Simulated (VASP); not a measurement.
# ZnS (CsCl type) (Pm-3m) in VASP: notebook

Runs on ZnS (CsCl type). Level: PBE. Tasks: single point.

All numbers are computed with VASP 6.6.1; they aren't measurements. Logs are shortened: lines on timing, memory, paths and dates and some standing lists are left out, and cuts for length are marked.

### 1 The cell of the first run

It takes space group Pm-3m (No. 221, cubic). The conventional cell has a = 2.811 Å, b = 2.811 Å, c = 2.811 Å, α = 90.00°, β = 90.00°, γ = 90.00°. Within 3.2 Å of Zn (site symmetry m-3m) lie 8 S at 2.43 Å and 6 Zn at 2.81 Å. S (site symmetry m-3m) has 8 Zn at 2.43 Å and 6 S at 2.81 Å within 3.2 Å.

### 2 Single point, PBE

INCAR reads:

```
PREC = Accurate ; ENCUT = 520
EDIFF = 1E-7 ; ISMEAR = -1
SIGMA = 0.08 ; LREAL = False
LASPH = True ; NELM = 100
ALGO = Normal ; ISIF = 2
LWAVE = False ; LCHARG = False
GGA = PE ; NBANDS = 16
```

KPOINTS reads:

```
Automatic mesh
0
Gamma
  16 16 16
```

POSCAR reads:

```
ZnS
1.0
    2.8109236219      0.0000000000      0.0000000000
    0.0000000000      2.8109236219      0.0000000000
    0.0000000000      0.0000000000      2.8109236219
Zn S
1 1
Direct
    0.0000000000      0.0000000000      0.0000000000
    0.5000000000      0.5000000000      0.5000000000
```

Potentials or basis: VASP PAW PBE potentials, release 64 (Zn, S).

The run is started by

```
cat potpaw_PBE.64/Zn/POTCAR potpaw_PBE.64/S/POTCAR > POTCAR
mpirun -np 1 vasp_std > vasp.out
```

OUTCAR:

```text
PREC = Accurate
   ENCUT = 520
   EDIFF = 1E-7
   ISMEAR = -1
   LREAL = False
   LASPH = True
   NELM = 100
   ISIF = 2
   GGA = PE

 ion  position               nearest neighbor table
   1  0.000  0.000  0.000-   2 2.43   2 2.43   2 2.43   2 2.43   2 2.43   2 2.43   2 2.43   2 2.43

   2  0.500  0.500  0.500-   1 2.43   1 2.43   1 2.43   1 2.43   1 2.43   1 2.43   1 2.43   1 2.43

  LATTYP: Found a simple cubic cell.
 ALAT       =     2.8109236219

  Lattice vectors:

 A1 = (   2.8109236219,   0.0000000000,   0.0000000000)
 A2 = (   0.0000000000,   2.8109236219,   0.0000000000)
 A3 = (   0.0000000000,   0.0000000000,   2.8109236219)

Analysis of symmetry for initial positions (statically):
=====================================================================
 Subroutine PRICEL returns:
 Original cell was already a primitive cell.

 Routine SETGRP: Setting up the symmetry group for a
 simple cubic supercell.

 Subroutine GETGRP returns: Found 48 space group operations
 (whereof 48 operations were pure point group operations)
 out of a pool of 48 trial point group operations.

The static configuration has the point symmetry O_h .

Analysis of symmetry for dynamics (positions and initial velocities):
=====================================================================
 Subroutine PRICEL returns:
 Original cell was already a primitive cell.

 Routine SETGRP: Setting up the symmetry group for a
 simple cubic supercell.

 Subroutine GETGRP returns: Found 48 space group operations
 (whereof 48 operations were pure point group operations)
 out of a pool of 48 trial point group operations.

The dynamic configuration has the point symmetry O_h .

 Subroutine INISYM returns: Found 48 space group operations
 (whereof 48 operations are pure point group operations),
 and found     1 'primitive' translations

----------------------------------------------------------------------------------------

                                     Primitive cell

  volume of cell :      22.2099

  direct lattice vectors                    reciprocal lattice vectors
     2.810923622  0.000000000  0.000000000     0.355754953  0.000000000  0.000000000
     0.000000000  2.810923622  0.000000000     0.000000000  0.355754953  0.000000000
     0.000000000  0.000000000  2.810923622     0.000000000  0.000000000  0.355754953

  length of vectors
     2.810923622  2.810923622  2.810923622     0.355754953  0.355754953  0.355754953

  position of ions in fractional coordinates (direct lattice)
     0.000000000  0.000000000  0.000000000
     0.500000000  0.500000000  0.500000000

  ion indices of the primitive-cell ions
   primitive index   ion index
                 1           1
                 2           2

----------------------------------------------------------------------------------------

 KPOINTS: Automatic mesh

Automatic generation of k-mesh.
 Grid dimensions read from file:
 generate k-points for:   16   16   16

 Generating k-lattice:

  Cartesian coordinates                     Fractional coordinates (reciprocal lattice)
     0.022234685  0.000000000  0.000000000     0.062500000  0.000000000  0.000000000
     0.000000000  0.022234685  0.000000000     0.000000000  0.062500000  0.000000000
     0.000000000  0.000000000  0.022234685     0.000000000  0.000000000  0.062500000

  Length of vectors
     0.022234685  0.022234685  0.022234685

  Shift w.r.t. Gamma in fractional coordinates (k-lattice)
     0.000000000  0.000000000  0.000000000

 Subroutine IBZKPT returns following result:
 ===========================================

 Found    165 irreducible k-points:

 Following reciprocal coordinates:
            Coordinates               Weight
  0.000000  0.000000  0.000000      1.000000
  0.062500  0.000000  0.000000      6.000000
  0.125000  0.000000  0.000000      6.000000
  0.187500  0.000000  0.000000      6.000000
  0.250000  0.000000  0.000000      6.000000
  0.312500  0.000000  0.000000      6.000000
[... 16 lines left out ...]
  0.437500  0.125000  0.000000     24.000000
  0.500000  0.125000  0.000000     12.000000
 [... further k-points ...]
   k-points           NKPTS =    165   k-points in BZ     NKDIM =    165   number of bands    NBANDS=     16
   number of dos      NEDOS =    301   number of ions     NIONS =      2
   total plane-waves  NPLWV =  13824
   dimension x,y,z NGX =    24 NGY =   24 NGZ =   24
   dimension x,y,z NGXF=    48 NGYF=   48 NGZF=   48
   ions per type =               1   1
   NGX,Y,Z   is equivalent  to a cutoff of  14.19, 14.19, 14.19 a.u.
   NGXF,Y,Z  is equivalent  to a cutoff of  28.39, 28.39, 28.39 a.u.
 SYSTEM =  unknown system
   PREC   = accura    normal or accurate (medium, high low for compatibility)
   ISTART =      0    job   : 0-new  1-cont  2-samecut
   ICHARG =      2    charge: 1-file 2-atom 10-const
   ISPIN  =      1    spin polarized calculation?
   LNONCOLLINEAR =      F non collinear calculations
   LSORBIT =      F    spin-orbit coupling
   LASPH  =      T    aspherical Exc in radial PAW
   ENCUT  =  520.0 eV  38.22 Ry    6.18 a.u.   5.23  5.23  5.23*2*pi/ulx,y,z
   NELM   =    100;   NELMIN=  2; NELMDL= -5     # of ELM steps
   EDIFF  = 0.1E-06   stopping-criterion for ELM
   LREAL  =      F    real-space projection
   EDIFFG = 0.1E-05   stopping-criterion for IOM
   NSW    =      0    number of steps for IOM
   IBRION =     -1    ionic relax: 0-MD 1-quasi-New 2-CG
   NFREE  =      0    steps in history (QN), initial steepest desc. (CG)
   ISIF   =      2    stress and relaxation
   ISYM   =      2    0-nonsym 1-usesym 2-fastsym
   POTIM  = 0.5000    time-step for ionic-motion
   TEBEG  =    0.0;   TEEND  =   0.0 temperature during run
   PSTRESS=    0.0 pullay stress
   NELECT =      18.0000    total number of electrons
   NUPDOWN=      -1.0000    fix difference up-down
   EMIN   =  10.00;   EMAX   =-10.00  energy-range for DOS
   EFERMI =   0.00;   METHOD = LEGACY
   ISMEAR =    -1;   SIGMA  =   0.08  broadening in eV -4-tet -1-fermi 0-gaus
   EFERMI_NEDOS =   21; number of points for ismear=-14 and -15
   IALGO  =     38    algorithm
   IMIX   =      4    mixing-type and parameters
     AMIX     =   0.40;   BMIX     =  1.00
     AMIX_MAG =   1.60;   BMIX_MAG =  1.00
  volume/ion in A,a.u.               =      11.10        74.94
  Fermi-wavevector in a.u.,A,eV,Ry     =   1.526335  2.884356 31.697486  2.329700
  Thomas-Fermi vector in A             =   2.634383
   LORBIT       =      0    0 simple, 1 ext, 2 COOP (PROOUT), +10 PAW based schemes
   GGA     = PE    functional components
   LHFCALC =     F    Hartree Fock is set to
   AEXX    =    0.0000 exact exchange contribution
   IVDW    =     0    specifies the selected vdW correction
   LEPSILON=     F    determine dielectric tensor
   LRPA    =     F    only Hartree local field effects (RPA)
 non-spin polarized calculation
  energy-cutoff  :      520.00
  volume of cell :       22.21
 maximum number of plane-waves:       624
 NGX is ok and might be reduce to    24
   NGX = 11   NGY = 11   NGZ = 11

 number of electron      18.0000018 magnetization

 Free energy of the ion-electron system (eV)
  ---------------------------------------------------
  ext. energy  EPLUGINS =         0.00000000
  ---------------------------------------------------
  free energy    TOTEN  =        -3.33630585 eV

  energy without entropy =       -3.31684221  energy(sigma->0) =       -3.32657403

 E-fermi :   9.4629     XC(G=0): -13.0519

 val. band max:        9.4623191487   @ k =   0.4375   0.0625   0.0625
 cond. band min:       9.4910182700   @ k =   0.3750   0.0000   0.0000
 fundamental gap:      0.0286991213
 Fermi energy:         9.4628578111

 k-point     1 :       0.0000    0.0000    0.0000
  band No.  band energies     occupation
      1      -8.8247      2.00000
      2       0.9486      2.00000
      3       0.9486      2.00000
      4       1.9037      2.00000
      5       1.9037      2.00000
      6       1.9037      2.00000
[... 8 lines left out ...]
     15      26.2927      0.00000
     16      26.2931      0.00000

 k-point     2 :       0.0625    0.0000    0.0000
  band No.  band energies     occupation
      1      -8.7615      2.00000
      2       0.9463      2.00000
      3       0.9566      2.00000
      4       1.8772      2.00000
      5       1.8772      2.00000
      6       1.9058      2.00000
[... 8 lines left out ...]
     15      25.7315      0.00000
     16      26.3086      0.00000

 k-point     3 :       0.1250    0.0000    0.0000
  band No.  band energies     occupation
      1      -8.5736      2.00000
      2       0.9227      2.00000
      3       0.9797      2.00000
      4       1.8044      2.00000
      5       1.8044      2.00000
      6       1.9117      2.00000
[... 8 lines left out ...]
     15      24.9033      0.00000
     16      26.3533      0.00000

 k-point     4 :       0.1875    0.0000    0.0000
  band No.  band energies     occupation
      1      -8.2667      2.00000
      2       0.8149      2.00000
      3       1.0144      2.00000
      4       1.7015      2.00000
      5       1.7015      2.00000
      6       1.9207      2.00000
[... 8 lines left out ...]
     15      24.0177      0.00000
     16      26.4223      0.00000

 k-point     5 :       0.2500    0.0000    0.0000
  band No.  band energies     occupation
      1      -7.8528      2.00000
      2       0.4887      2.00000
      3       1.0556      2.00000
      4       1.5881      2.00000
      5       1.5881      2.00000
      6       1.9312      2.00000
[... 8 lines left out ...]
     15      23.7075      0.00000
     16      25.9676      0.00000

 k-point     6 :       0.3125    0.0000    0.0000
  band No.  band energies     occupation
      1      -7.3557      2.00000
      2      -0.1649      2.00000
      3       1.0971      2.00000
      4       1.4820      2.00000
      5       1.4820      2.00000
      6       1.9418      2.00000
[... 8 lines left out ...]
     15      24.7527      0.00000
     16      24.7538      0.00000

 k-point     7 :       0.3750    0.0000    0.0000
  band No.  band energies     occupation
      1      -6.8249      2.00000
      2      -0.9878      2.00000
      3       1.1325      2.00000
      4       1.3969      2.00000
      5       1.3969      2.00000
      6       1.9508      2.00000
[... 8 lines left out ...]
     15      23.8201      0.00000
     16      26.6742      0.00000

 k-point     8 :       0.4375    0.0000    0.0000
  band No.  band energies     occupation
      1      -6.3675      2.00000
      2      -1.6824      2.00000
      3       1.1563      2.00000
      4       1.3422      2.00000
      5       1.3422      2.00000
      6       1.9568      2.00000
[... 8 lines left out ...]
     15      23.2235      0.00000
     16      26.7286      0.00000

 k-point     9 :       0.5000    0.0000    0.0000
  band No.  band energies     occupation
      1      -6.1727      2.00000
      2      -1.9644      2.00000
      3       1.1647      2.00000
      4       1.3234      2.00000
      5       1.3234      2.00000
      6       1.9590      2.00000
[... 8 lines left out ...]
     15      23.0165      0.00000
     16      26.7480      0.00000
[... 172 lines left out ...]
 k-point    19 :       0.1875    0.1250    0.0000
  band No.  band energies     occupation
      1      -8.0241      2.00000
      2       0.8723      2.00000
      3       1.0063      2.00000
      4       1.5816      2.00000
      5       1.7037      2.00000
      6       1.8559      2.00000
[... 8 lines left out ...]
     15      24.5932      0.00000
     16      24.6491      0.00000

 k-point    20 :       0.2500    0.1250    0.0000
  band No.  band energies     occupation
      1      -7.6175      2.00000
      2       0.5730      2.00000
      3       1.0552      2.00000
      4       1.4994      2.00000
      5       1.6049      2.00000
      6       1.8666      2.00000
[... 8 lines left out ...]
     15      24.1330      0.00000
     16      24.7382      0.00000

 k-point    21 :       0.3125    0.1250    0.0000
  band No.  band energies     occupation
      1      -7.1310      2.00000
      2      -0.0206      2.00000
      3       1.1052      2.00000
      4       1.4407      2.00000
      5       1.5090      2.00000
      6       1.8802      2.00000
[... 8 lines left out ...]
     15      24.7588      0.00000
     16      24.9516      0.00000

 k-point    22 :       0.3750    0.1250    0.0000
  band No.  band energies     occupation
      1      -6.6147      2.00000
      2      -0.7799      2.00000
      3       1.1524      2.00000
      4       1.3813      2.00000
      5       1.4308      2.00000
      6       1.8924      2.00000
[... 8 lines left out ...]
     15      25.1851      0.00000
     16      25.4688      0.00000

 k-point    23 :       0.4375    0.1250    0.0000
  band No.  band energies     occupation
      1      -6.1742      2.00000
      2      -1.4312      2.00000
      3       1.1933      2.00000
      4       1.3257      2.00000
      5       1.3802      2.00000
      6       1.9007      2.00000
[... 8 lines left out ...]
     15      24.9908      0.00000
     16      25.3644      0.00000

 k-point    24 :       0.5000    0.1250    0.0000
  band No.  band energies     occupation
      1      -5.9885      2.00000
      2      -1.6963      2.00000
      3       1.2153      2.00000
      4       1.2974      2.00000
      5       1.3628      2.00000
      6       1.9037      2.00000
[... 8 lines left out ...]
     15      24.8030      0.00000
     16      25.4319      0.00000

 [... further k-points ...]
[... 5 lines left out ...]
  --------------------------------------------------------------------------------------
  -------------------------------------------------------------------------------------
  Total        9.5322333      9.5322333      9.5322333     -0.0000000      0.0000000      0.0000000
  in kB      687.6352129    687.6352129    687.6352129     -0.0000000      0.0000000      0.0000000
  external PRESSURE =     687.6352129 kB  Pullay stress =       0.0000000 kB

 VOLUME and BASIS-vectors are now :
 -----------------------------------------------------------------------------
  energy-cutoff  :      520.00
  volume of cell :       22.21
      direct lattice vectors                 reciprocal lattice vectors
     2.810923622  0.000000000  0.000000000     0.355754953  0.000000000  0.000000000
     0.000000000  2.810923622  0.000000000     0.000000000  0.355754953  0.000000000
     0.000000000  0.000000000  2.810923622     0.000000000  0.000000000  0.355754953

 POSITION                                       TOTAL-FORCE (eV/Angst)
 -----------------------------------------------------------------------------------
      0.00000      0.00000      0.00000         0.000000      0.000000      0.000000
      1.40546      1.40546      1.40546         0.000000      0.000000      0.000000
 -----------------------------------------------------------------------------------
    total drift:                                0.000000      0.000000      0.000000

  FREE ENERGIE OF THE ION-ELECTRON SYSTEM (eV)
  ---------------------------------------------------
  free  energy   TOTEN  =        -3.3363058457 eV

  energy  without entropy=       -3.3168422094  energy(sigma->0) =       -3.32657403
```

Wall time 28 s (1 thread of Intel Xeon 6975P-C, shared host); peak memory 0.18 GiB.

Results:

| Property | Result |
| --- | --- |
| Free energy | -3.3363 eV |
| Pressure | 68.8 GPa |
| Band gap on the k mesh | zero (band 9 reaches 10.14 eV, above the bottom of band 10 at 7.66 eV) |

Levels at points of the mesh, in eV from the Fermi level:
| k point | band 6 | band 7 | band 8 | band 9 | band 10 | band 11 | band 12 | band 13 |
| --- | --- | --- | --- | --- | --- | --- | --- | --- |
| (0.00, 0.00, 0.00) | -7.56 | -2.07 | -2.07 | -2.07 | 2.17 | 5.25 | 5.25 | 16.62 |
| (0.50, 0.00, 0.00) | -7.50 | -6.89 | 0.54 | 0.54 | 5.59 | 6.36 | 7.34 | 7.34 |
| (0.50, 0.50, 0.00) | -7.86 | -7.24 | -6.70 | -2.55 | 0.85 | 9.95 | 10.76 | 10.76 |
| (0.50, 0.50, 0.50) | -7.22 | -3.19 | -3.19 | -3.19 | -0.43 | -0.43 | -0.43 | 4.20 |

### 3 Single point, PBE

INCAR reads:

```
SYSTEM = ZnS
  PREC = Accurate
  ENCUT = 520
  EDIFF = 1E-6
  ISMEAR = -1
  SIGMA = 0.08
  LREAL = .FALSE.
  LASPH = .TRUE.
  NELM = 100
  ALGO = Normal
  ISIF = 2
  LWAVE = .FALSE.
  LCHARG = .TRUE.
  GGA = PE
  LELF = .TRUE.
  LVHAR = .TRUE.
  NBANDS = 16
```

KPOINTS reads:

```
regular mesh
0
G
  16 16 16
  0 0 0
```

POSCAR reads:

```
ZnS
1.0
    2.8111469645      0.0000000000      0.0000000000
    0.0000000000      2.8111469645      0.0000000000
    0.0000000000      0.0000000000      2.8111469645
Zn S
1 1
Direct
    0.0000000000      0.0000000000      0.0000000000
    0.5000000000      0.5000000000      0.5000000000
```

Potentials or basis: VASP PAW PBE potentials, release 64 (Zn, S).

The run is started by

```
cat potpaw_PBE.64/Zn/POTCAR potpaw_PBE.64/S/POTCAR > POTCAR
mpirun -np 1 vasp_std > vasp.out
```

Run time: 25 s. Hardware: 1 thread of Intel Xeon 6975P-C, shared host; peak memory 0.18 GiB.

The run converged. Its results:

```yaml
Free_energy: -3.3386 eV
Pressure: 68.6 GPa
Band_gap_on_the_k_mesh: zero (band 9 reaches 10.14 eV, above the bottom of band 10 at 7.66 eV)
```

Levels at points of the mesh, in eV from the Fermi level:
```
           k point  band 6  band 7  band 8  band 9  band 10  band 11  band 12  band 13
(0.00, 0.00, 0.00)   -7.56   -2.07   -2.07   -2.07     2.16     5.25     5.25    16.61
(0.50, 0.00, 0.00)   -7.50   -6.89    0.54    0.54     5.59     6.36     7.34     7.34
(0.50, 0.50, 0.00)   -7.86   -7.24   -6.70   -2.55     0.85     9.95    10.76    10.76
(0.50, 0.50, 0.50)   -7.22   -3.19   -3.19   -3.19    -0.43    -0.43    -0.43     4.20
```
